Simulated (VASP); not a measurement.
# La3Tl: single point with LDA

The system is La3Tl.

```
La Tl
1.0
     5.06000    0.00000    0.00000
     0.00000    5.06000    0.00000
     0.00000    0.00000    5.06000
La Tl
3 1
Direct
  0.99526 0.49546 0.52401
  0.52540 0.00284 0.49717
  0.48668 0.51679 0.98453
  0.99501 0.98974 0.99612
```

```json
{
  "Program": "VASP 6.6.1",
  "Task": "single point",
  "Functional": "LDA",
  "Potentials or basis": "VASP PAW LDA potentials, release 64 (La, Tl_d)",
  "Cutoff": "520 eV",
  "k mesh": "4 × 4 × 4",
  "Occupations": "fermi-dirac, width 0.08 eV",
  "Spin": "no spin polarisation"
}
```

```
Pressure               : -3.5 GPa
Largest force          : 0.370 eV/Å
Band gap on the k mesh : zero (bands 23 and 24 overlap by 1.03 eV)
```

Forces in eV/Å, atoms in the order of the input:
```
La   0.142 -0.043 -0.267
La  -0.194  0.025 -0.179
La  -0.032 -0.131  0.345
Tl   0.084  0.149  0.102
```

Stress tensor (GPa, compression positive):
```
-3.48 -0.05  0.05
-0.05 -3.43  0.10
 0.05  0.10 -3.56
```

Levels at points of the mesh, in eV from the Fermi level:
| k point | band 20 | band 21 | band 22 | band 23 | band 24 | band 25 | band 26 | band 27 |
| --- | --- | --- | --- | --- | --- | --- | --- | --- |
| (0.00, 0.00, 0.00) | -0.81 | -0.79 | -0.78 | -0.75 | -0.74 | 0.75 | 0.80 | 0.83 |
| (0.50, 0.00, 0.00) | -1.22 | -0.79 | -0.71 | -0.59 | 0.77 | 0.97 | 1.07 | 1.10 |
| (0.00, 0.50, 0.00) | -1.22 | -0.83 | -0.71 | -0.59 | 0.78 | 1.00 | 1.07 | 1.11 |
| (0.00, 0.00, 0.50) | -1.20 | -0.79 | -0.71 | -0.62 | 0.76 | 0.98 | 1.05 | 1.13 |
| (0.50, 0.50, 0.00) | -1.36 | -1.34 | -0.25 | -0.09 | 0.29 | 0.69 | 1.03 | 1.14 |
| (0.00, 0.50, 0.50) | -1.35 | -1.34 | -0.13 | -0.07 | 0.29 | 0.68 | 1.01 | 1.06 |
| (0.50, 0.00, 0.50) | -1.36 | -1.34 | -0.20 | -0.06 | 0.40 | 0.57 | 1.01 | 1.11 |
| (0.50, 0.50, 0.50) | -1.05 | -1.03 | 0.29 | 0.30 | 0.34 | 1.01 | 1.24 | 1.30 |

Run time: 2.4 min on 1 thread of AMD EPYC 7R13 Processor (Zen 3) (shared host), peak memory 0.26 GiB.

Caveat: the cell stands under tension; spin-orbit coupling is left out, which moves the levels of the heavy elements.
